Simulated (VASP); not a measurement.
# NaI (Pm-3m) in VASP: further runs

Aim: see how the results for NaI move with the level of theory and the settings. Levels: r2SCAN, PBE, HSE06, PBE0, HF. Tasks: relaxation of cell and atoms, single point.

All numbers are computed with VASP 6.6.1; they aren't measurements. Logs are shortened: lines on timing, memory, paths and dates and some standing lists are left out, and cuts for length are marked.

## 1. The cell of the first run

The structure is cubic, space group Pm-3m (No. 221). Conventional cell: a = 4.062 Å, b = 4.062 Å, c = 4.062 Å, α = 90.00°, β = 90.00°, γ = 90.00°. Within 4.6 Å of Na (site symmetry m-3m) lie 8 I at 3.52 Å and 6 Na at 4.06 Å. Within 4.6 Å of I (site symmetry m-3m) lie 8 Na at 3.52 Å and 6 I at 4.06 Å.

## 2. Relaxation of cell and atoms, r2SCAN

POSCAR reads:

```
NaI
1.0
    4.0624249601      0.0000000000      0.0000000000
    0.0000000000      4.0624249601      0.0000000000
    0.0000000000      0.0000000000      4.0624249601
Na I
1 1
Direct
    0.0000000000      0.0000000000      0.0000000000
    0.5000000000      0.5000000000      0.5000000000
```

INCAR.step1 reads:

```
PREC = Accurate ; ENCUT = 600
ISMEAR = -1 ; SIGMA = 0.02
LREAL = F ; LASPH = T
NELM = 80 ; GGA = PE
ALGO = Normal ; EDIFF = 1E-4
LWAVE = T ; LCHARG = F
```

INCAR.step2 reads:

```
PREC = Accurate ; ENCUT = 600
EDIFF = 1E-6 ; ISMEAR = -1
SIGMA = 0.02 ; LREAL = F
LASPH = T ; NELM = 80
ALGO = Normal ; ISIF = 3
LWAVE = F ; LCHARG = F
METAGGA = R2SCAN ; LMIXTAU = T
IBRION = 2 ; NSW = 80
EDIFFG = -0.005 ; ISTART = 1
```

KPOINTS reads:

```
Automatic mesh
0
Gamma
  6 6 6
```

Potentials or basis: VASP PAW PBE potentials, release 64 (Na_pv, I).

On the command line:

```sh
$ cat potpaw_PBE.64/Na_pv/POTCAR potpaw_PBE.64/I/POTCAR > POTCAR
$ cp INCAR.step1 INCAR
$ mpirun -np 1 vasp_std > vasp.out
$ cp INCAR.step2 INCAR
$ mpirun -np 1 vasp_std > vasp.out
```

OUTCAR:

```text
PREC = Accurate
   ENCUT = 600
   EDIFF = 1E-6
   ISMEAR = -1
   LREAL = F
   LASPH = T
   NELM = 80
   ISIF = 3
   METAGGA = R2SCAN
   IBRION = 2
   NSW = 80
   EDIFFG = -0.005
   ISTART = 1

 ion  position               nearest neighbor table
   1  0.000  0.000  0.000-
   2  0.500  0.500  0.500-

  LATTYP: Found a simple cubic cell.
 ALAT       =     4.0624249601

  Lattice vectors:

 A1 = (   4.0624249601,   0.0000000000,   0.0000000000)
 A2 = (   0.0000000000,   4.0624249601,   0.0000000000)
 A3 = (   0.0000000000,   0.0000000000,   4.0624249601)

Analysis of symmetry for initial positions (statically):
=====================================================================
 Subroutine PRICEL returns:
 Original cell was already a primitive cell.

 Routine SETGRP: Setting up the symmetry group for a
 simple cubic supercell.

 Subroutine GETGRP returns: Found 48 space group operations
 (whereof 48 operations were pure point group operations)
 out of a pool of 48 trial point group operations.

The static configuration has the point symmetry O_h .

Analysis of symmetry for dynamics (positions and initial velocities):
=====================================================================
 Subroutine PRICEL returns:
 Original cell was already a primitive cell.

 Routine SETGRP: Setting up the symmetry group for a
 simple cubic supercell.

 Subroutine GETGRP returns: Found 48 space group operations
 (whereof 48 operations were pure point group operations)
 out of a pool of 48 trial point group operations.

The dynamic configuration has the point symmetry O_h .

 Subroutine INISYM returns: Found 48 space group operations
 (whereof 48 operations are pure point group operations),
 and found     1 'primitive' translations

----------------------------------------------------------------------------------------

                                     Primitive cell

  volume of cell :      67.0434

  direct lattice vectors                    reciprocal lattice vectors
     4.062424960  0.000000000  0.000000000     0.246158393  0.000000000  0.000000000
     0.000000000  4.062424960  0.000000000     0.000000000  0.246158393  0.000000000
     0.000000000  0.000000000  4.062424960     0.000000000  0.000000000  0.246158393

  length of vectors
     4.062424960  4.062424960  4.062424960     0.246158393  0.246158393  0.246158393

  position of ions in fractional coordinates (direct lattice)
     0.000000000  0.000000000  0.000000000
     0.500000000  0.500000000  0.500000000
[... 78 lines left out ...]
   ISIF   =      3    stress and relaxation
   ISYM   =      2    0-nonsym 1-usesym 2-fastsym
   POTIM  = 0.5000    time-step for ionic-motion
   TEBEG  =    0.0;   TEEND  =   0.0 temperature during run
   PSTRESS=    0.0 pullay stress
   NELECT =      14.0000    total number of electrons
   NUPDOWN=      -1.0000    fix difference up-down
   EMIN   =  10.00;   EMAX   =-10.00  energy-range for DOS
   EFERMI =   0.00;   METHOD = LEGACY
   ISMEAR =    -1;   SIGMA  =   0.02  broadening in eV -4-tet -1-fermi 0-gaus
   EFERMI_NEDOS =   21; number of points for ismear=-14 and -15
   IALGO  =     38    algorithm
   IMIX   =      4    mixing-type and parameters
     AMIX     =   0.40;   BMIX     =  1.00
     AMIX_MAG =   1.60;   BMIX_MAG =  1.00
  volume/ion in A,a.u.               =      33.52       226.22
  Fermi-wavevector in a.u.,A,eV,Ry     =   0.971253  1.835401 12.834804  0.943331
  Thomas-Fermi vector in A             =   2.101454
   LORBIT       =      0    0 simple, 1 ext, 2 COOP (PROOUT), +10 PAW based schemes
   METAGGA = R2SCAN    functional components
   LHFCALC =     F    Hartree Fock is set to
   AEXX    =    0.0000 exact exchange contribution
   IVDW    =     0    specifies the selected vdW correction
   LEPSILON=     F    determine dielectric tensor
   LRPA    =     F    only Hartree local field effects (RPA)
 conjugate gradient relaxation of ions
 non-spin polarized calculation
  energy-cutoff  :      600.00
  volume of cell :       67.04
 maximum number of plane-waves:      2272
   NGX = 17   NGY = 17   NGZ = 17

--------------------------------------- Ionic step        1  -------------------------------------------

 number of electron      13.9999990 magnetization

 Free energy of the ion-electron system (eV)
  ---------------------------------------------------
  ext. energy  EPLUGINS =         0.00000000
  ---------------------------------------------------
  free energy    TOTEN  =       -30.72948667 eV

  energy without entropy =      -30.72948667  energy(sigma->0) =      -30.72948667

------------------------ aborting loop because EDIFF is reached ----------------------------------------

  FORCE on cell =-STRESS in cart. coord.  units (eV):
  Direction    XX          YY          ZZ          XY          YZ          ZX
  --------------------------------------------------------------------------------------
  -------------------------------------------------------------------------------------
  Total       -0.1545564     -0.1545564     -0.1545564     -0.0000000     -0.0000000     -0.0000000
  in kB       -3.6935287     -3.6935287     -3.6935287     -0.0000000     -0.0000000     -0.0000000
  external PRESSURE =      -3.6935287 kB  Pullay stress =       0.0000000 kB
[... 89 lines left out ...]
  FREE ENERGIE OF THE ION-ELECTRON SYSTEM (eV)
  ---------------------------------------------------
  free  energy   TOTEN  =       -30.7311420933 eV

  energy  without entropy=      -30.7311420933  energy(sigma->0) =      -30.73114209

[... ionic steps 4 to 8 ...]

--------------------------------------- Ionic step        9  -------------------------------------------

 number of electron      13.9999982 magnetization

------------------------ aborting loop because EDIFF is reached ----------------------------------------
[... 67 lines left out ...]
--------------------------------------- Ionic step       11  -------------------------------------------

 number of electron      13.9999982 magnetization

 Free energy of the ion-electron system (eV)
  ---------------------------------------------------
  ext. energy  EPLUGINS =         0.00000000
  ---------------------------------------------------
  free energy    TOTEN  =       -30.73123876 eV

  energy without entropy =      -30.73123876  energy(sigma->0) =      -30.73123876

 E-fermi :   2.1884     XC(G=0):  -8.2422

 val. band max:        1.7193211632   @ k =   0.5000   0.5000   0.0000
 cond. band min:       4.8014913463   @ k =   0.0000   0.0000   0.0000
 fundamental gap:      3.0821701831
 Fermi energy:         2.1884178233

 k-point     1 :       0.0000    0.0000    0.0000
  band No.  band energies     occupation
      1     -22.8454      2.00000
      2     -22.8454      2.00000
      3     -22.8454      2.00000
      4     -10.4844      2.00000
      5       1.0412      2.00000
      6       1.0412      2.00000
      7       1.0412      2.00000
      8       4.8015      0.00000
      9       7.8187      0.00000
     10       7.8187      0.00000
     11      13.9845      0.00000
[... 293 lines left out ...]
  FREE ENERGIE OF THE ION-ELECTRON SYSTEM (eV)
  ---------------------------------------------------
  free  energy   TOTEN  =       -30.7312387557 eV

  energy  without entropy=      -30.7312387557  energy(sigma->0) =      -30.73123876

 reached required accuracy - stopping structural energy minimisation
```

Wall time 4.8 min (1 thread of Oxide Virtual Turin-like, shared host); peak memory 0.17 GiB.

What came out:

```yaml
Free_energy: -30.7312 eV
Relaxed_volume: 32.79 Å³/atom
Relaxed_cell: a = 4.033 Å, b = 4.033 Å, c = 4.033 Å, α = 90.00°, β = 90.00°, γ = 90.00°
Space_group_after_relaxing_to_0.1_Å: Pm-3m (No. 221)
Energy_gained_by_relaxing: 0.9 meV/atom
Ionic_steps: 11
Pressure_after_relaxing: 0.0 GPa
Band_gap_on_the_k_mesh: 3.08 eV (least direct gap 3.35 eV)
```

The path:
```
step  energy change (eV)  largest force (eV/Å)  pressure (GPa)  volume (Å³)
   1              0.0000                0.0000           -0.37        67.04
   2             -0.0013                0.0000           -0.17        66.30
   3             -0.0017                0.0000           -0.07        65.90
   4             -0.0016                0.0000            0.14        65.10
   5             -0.0017                0.0000           -0.02        65.63
   6             -0.0018                0.0000            0.03        65.51
   7             -0.0018                0.0000           -0.05        65.57
   8             -0.0018                0.0000            0.03        65.54
   9             -0.0018                0.0000           -0.05        65.60
  10             -0.0018                0.0000            0.03        65.56
  11             -0.0018                0.0000            0.00        65.58
```

Final structure:
```yaml
crystal:
  lattice:
    - [4.03257, 0.00000, 0.00000]
    - [0.00000, 4.03257, 0.00000]
    - [0.00000, 0.00000, 4.03257]
  atoms:
    - { symbol: Na, position: [0.00000, 0.00000, 0.00000] }
    - { symbol: I, position: [0.50000, 0.50000, 0.50000] }
```

Caveat: the structure was generated, so it needn't be the stable form of NaI; the PAW data sets were made with another functional, which shifts forces and pressure a little; spin-orbit coupling is left out, which moves the levels of the heavy elements.

## 3. Single point, PBE, non-collinear spin, zero start, spin-orbit coupling

This run uses another cell than the first one, of 32.98 Å³/atom.

INCAR reads:

```
ALGO = Normal
EDIFF = 1E-7
ENCUT = 520
GGA = PE
GGA_COMPAT = F
ISIF = 2
ISMEAR = 0
LASPH = T
LCHARG = T
LORBIT = 11
LORBMOM = T
LREAL = F
LSORBIT = T
LVHAR = T
LWAVE = F
MAGMOM = 0 0 0 0 0 0
NBANDS = 26
NELM = 150
PREC = Accurate
SIGMA = 0.01
```

KPOINTS reads:

```
k-points
0
Gamma
  6 6 6
```

POSCAR reads:

```
NaI
1.0
    4.0405366006      0.0000000000      0.0000000000
    0.0000000000      4.0405366006      0.0000000000
    0.0000000000      0.0000000000      4.0405366006
Na I
1 1
Direct
    0.0000000000      0.0000000000      0.0000000000
    0.5000000000      0.5000000000      0.5000000000
```

Potentials or basis: VASP PAW PBE potentials, release 64 (Na_pv, I).

On the command line:

```sh
$ cat potpaw_PBE.64/Na_pv/POTCAR potpaw_PBE.64/I/POTCAR > POTCAR
$ mpirun -np 1 vasp_ncl > vasp.out
```

Run time: 47 s. Hardware: 1 thread of Oxide Virtual Turin-like, shared host; peak memory 0.25 GiB.

It converged, with:

| Property | Result |
| --- | --- |
| Free energy | -5.2004 eV |
| Pressure | 0.3 GPa |
| Net moment | 0.00 μB per cell |
| Valence electrons inside the program's atomic spheres | Na 6.00; I 4.34 |

Moments on the atoms (μB; x, y, z):
```
Na  0.00 0.00 0.00
I   0.00 0.00 0.00
```

Caveat: the structure was generated, so it needn't be the stable form of NaI.

## 4. Single point, HSE06

This run uses another cell than the first one, of 32.98 Å³/atom.

POSCAR is that of step 3.

INCAR.step1 reads:

```
SYSTEM = NaI
ALGO = Normal ; EDIFF = 1E-5
ENCUT = 520 ; GGA = PE
ISIF = 2 ; ISMEAR = 0
LASPH = .True. ; LREAL = .False.
LWAVE = .True. ; NBANDS = 14
NELM = 60 ; PREC = Accurate
SIGMA = 0.01
```

INCAR.step2 reads:

```
SYSTEM = NaI
ALGO = Normal ; EDIFF = 1E-6
ENCUT = 520 ; GGA = PE
HFSCREEN = 0.2079 ; ISIF = 2
ISMEAR = 0 ; ISTART = 1
LASPH = .True. ; LCHARG = .True.
LELF = .True. ; LHFCALC = .True.
LREAL = .False. ; LVHAR = .True.
LWAVE = .False. ; NBANDS = 14
NELM = 60 ; PREC = Accurate
PRECFOCK = Normal ; SIGMA = 0.01
```

KPOINTS reads:

```
k-points
0
Gamma
  4 4 4
  0 0 0
```

On the command line:

```sh
$ cat potpaw_PBE.64/Na_pv/POTCAR potpaw_PBE.64/I/POTCAR > POTCAR
$ cp INCAR.step1 INCAR
$ mpirun -np 1 vasp_std > vasp.out
$ cp INCAR.step2 INCAR
$ mpirun -np 1 vasp_std > vasp.out
```

Run time: 4.3 min. Hardware: 1 thread of Oxide Virtual Turin-like, shared host; peak memory 0.25 GiB.

It converged, with:

```
Free energy            : -5.9109 eV
Pressure               : 0.2 GPa
Band gap on the k mesh : 3.22 eV (least direct gap 3.68 eV)
```

Levels at points of the mesh, in eV from the valence-band top:
```csv
k point,band 4,band 5,band 6,band 7,band 8,band 9,band 10,band 11
"(0.00, 0.00, 0.00)",-12.83,-0.70,-0.70,-0.70,3.22,6.52,6.52,12.48
"(0.50, 0.00, 0.00)",-12.46,-3.50,-0.35,-0.35,5.59,7.43,8.06,8.99
"(0.50, 0.50, 0.00)",-12.14,-2.80,-2.80,0.00,3.68,8.03,9.39,9.39
"(0.50, 0.50, 0.50)",-11.84,-2.27,-2.27,-2.27,5.07,5.07,5.07,7.73
```

Caveat: the structure was generated, so it needn't be the stable form of NaI; the PAW data sets were made with another functional, which shifts forces and pressure a little; spin-orbit coupling is left out, which moves the levels of the heavy elements. A k mesh can miss the band edges.

## 5. Single point, PBE0

This run uses another cell than the first one, of 32.98 Å³/atom.

POSCAR is that of step 4.

INCAR.step1 reads:

```
PREC = Accurate
ENCUT = 520
EDIFF = 1E-5
ISMEAR = 0
SIGMA = 0.01
LREAL = False
LASPH = True
NELM = 80
ALGO = Normal
ISIF = 2
LWAVE = True
LCHARG = False
NBANDS = 14
GGA = PE
```

INCAR.step2 reads:

```
PREC = Accurate
ENCUT = 520
EDIFF = 1E-7
ISMEAR = 0
SIGMA = 0.01
LREAL = False
LASPH = True
NELM = 80
ALGO = Normal
ISIF = 2
LWAVE = False
LCHARG = False
GGA = PE
LHFCALC = True
AEXX = 0.25
PRECFOCK = Normal
NBANDS = 14
ISTART = 1
```

KPOINTS reads:

```
Automatic mesh
0
Gamma
  4 4 4
```

On the command line:

```sh
$ cat potpaw_PBE.64/Na_pv/POTCAR potpaw_PBE.64/I/POTCAR > POTCAR
$ cp INCAR.step1 INCAR
$ mpirun -np 1 vasp_std > vasp.out
$ cp INCAR.step2 INCAR
$ mpirun -np 1 vasp_std > vasp.out
```

Run time: 5.1 min. Hardware: 1 thread of Oxide Virtual Turin-like, shared host; peak memory 0.15 GiB.

It converged, with:

| Property | Result |
| --- | --- |
| Free energy | -6.4436 eV |
| Pressure | 0.1 GPa |
| Band gap on the k mesh | 3.92 eV (least direct gap 4.39 eV) |

Levels at points of the mesh, in eV from the valence-band top:
```csv
k point,band 4,band 5,band 6,band 7,band 8,band 9,band 10,band 11
"(0.00, 0.00, 0.00)",-12.87,-0.71,-0.71,-0.71,3.92,7.24,7.24,13.23
"(0.50, 0.00, 0.00)",-12.50,-3.55,-0.35,-0.35,6.30,8.17,8.80,9.73
"(0.50, 0.50, 0.00)",-12.18,-2.83,-2.83,0.00,4.39,8.77,10.11,10.11
"(0.50, 0.50, 0.50)",-11.88,-2.30,-2.30,-2.30,5.79,5.79,5.79,8.48
```

Caveat: the structure was generated, so it needn't be the stable form of NaI; the PAW data sets were made with another functional, which shifts forces and pressure a little; spin-orbit coupling is left out, which moves the levels of the heavy elements. A k mesh can miss the band edges.

[end of part 1 of 2]
